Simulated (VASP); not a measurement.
Set up this calculation in VASP 6.6.1, as the native input.

| Quantity | Value |
| --- | --- |
| Task | relaxation of volume and atoms at fixed shape |
| Functional | PBEsol |
| Potentials or basis | VASP PAW PBE potentials, release 64 (Lu) |
| Cutoff | 600 eV |
| k mesh | 7 × 7 × 4 |
| Occupations | methfessel-paxton, width 0.02 eV |
| Spin | no spin polarisation |
| Dipole correction | no |
| Further INCAR settings | ALGO = Normal; EDIFF = 1e-06; IBRION = 2; EDIFFG = -0.01; NSW = 80; ISIF = 8 |

The structure of Lu lies in POSCAR:

```
Lu
1.0
    3.5031000000      0.0000000000      0.0000000000
   -1.7515500000      3.0337700000      0.0000000000
    0.0000000000      0.0000000000      5.5509000000
Lu
2
Direct
    0.3333333333      0.6666666667      0.2500000000
    0.6666666667      0.3333333333      0.7500000000
```

One way to write it, as run:

INCAR

```
  PREC = Accurate
  ENCUT = 600
  EDIFF = 1E-6
  ISMEAR = 1
  SIGMA = 0.02
  LREAL = F
  LASPH = T
  NELM = 80
  ALGO = Normal
  ISIF = 8
  LWAVE = F
  LCHARG = F
  GGA = PS
  IBRION = 2
  NSW = 80
  EDIFFG = -0.01
```

KPOINTS

```
regular mesh
0
Gamma
  7 7 4
```

Potentials or basis: VASP PAW PBE potentials, release 64 (Lu).

The run is started by

```sh
$ cat potpaw_PBE.64/Lu/POTCAR > POTCAR
$ mpirun -np 1 vasp_std > vasp.out
```

Results of the run:

```
Relaxed volume                         : 27.63 Å³/atom
Relaxed cell                           : a = 3.428 Å, b = 3.428 Å, c = 5.431 Å, α = 90.00°, β = 90.00°, γ = 120.00°
Space group after relaxing (to 0.05 Å) : P6_3/mmc (No. 194)
Energy gained by relaxing              : 19.4 meV/atom
Ionic steps                            : 4
Pressure after relaxing                : 0.0 GPa
Band gap on the k mesh                 : zero (band 25 reaches 3.45 eV, above the bottom of band 26 at 1.73 eV)
```

Caveat: the PAW data sets were made with another functional, which shifts forces and pressure a little; spin-orbit coupling is left out, which moves the levels of the heavy elements.

Wall time 110 s on 1 thread of Intel(R) Xeon(R) Platinum 8488C (Sapphire Rapids) (shared host), peak memory 0.22 GiB.
